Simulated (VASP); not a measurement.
Crystal: AlCo.

```
CELL_PARAMETERS angstrom
3.67513 0.00000 0.00000
-1.83756 3.18275 0.00000
0.00000 0.00000 4.34301
ATOMIC_POSITIONS crystal
Al 0.33333 0.66667 0.25000
Al 0.66667 0.33333 0.75000
Co 0.00000 0.00000 0.50000
Co 0.00000 0.00000 0.00000
```

| Item | Value |
| --- | --- |
| Program | VASP 6.6.1 |
| Task | relaxation of cell and atoms |
| Functional | PBE |
| Potentials or basis | VASP PAW PBE potentials, release 64 (Al, Co) |
| Cutoff | 600 eV |
| k mesh | 6 × 6 × 4 |
| Occupations | gaussian, width 0.1 eV |
| Spin | collinear spin, ferromagnetic start |
| Starting moments | [0.0, 0.0, 3.0, 3.0] μB |

At the start: pressure 20.7 GPa; volume 12.70 Å³/atom.

Q: Where does the relaxation end?

A: Over 8 steps the energy falls by 115.5 meV/atom and the volume is 14.36 Å³/atom (+13.1 %); space group P6_3/mmc (No. 194, to 0.05 Å); moment 1.53 μB per cell.

The path:
| step | energy change (eV) | largest force (eV/Å) | pressure (GPa) | volume (Å³) |
| --- | --- | --- | --- | --- |
| 1 | 0.0000 | 0.0000 | 20.74 | 50.80 |
| 2 | -0.2445 | 0.0000 | -9.84 | 63.84 |
| 3 | -0.4380 | 0.0000 | -0.45 | 58.06 |
| 4 | -0.4535 | 0.0000 | -0.49 | 57.91 |
| 5 | -0.4617 | 0.0000 | -0.43 | 57.70 |
| 6 | -0.4619 | 0.0000 | -0.42 | 57.66 |
| 7 | -0.4620 | 0.0000 | 0.36 | 57.29 |
| 8 | -0.4622 | 0.0000 | 0.04 | 57.46 |

Final structure:
```
Al Co
1.0
     3.74946    0.00000    0.00000
    -1.87473    3.24713    0.00000
     0.00000    0.00000    4.71942
Al Co
2 2
Direct
  0.33333 0.66667 0.25000
  0.66667 0.33333 0.75000
  0.00000 0.00000 0.50000
  0.00000 0.00000 0.00000
```

Caveat: the k points lie up to 0.33 Å⁻¹ apart in the final cell.
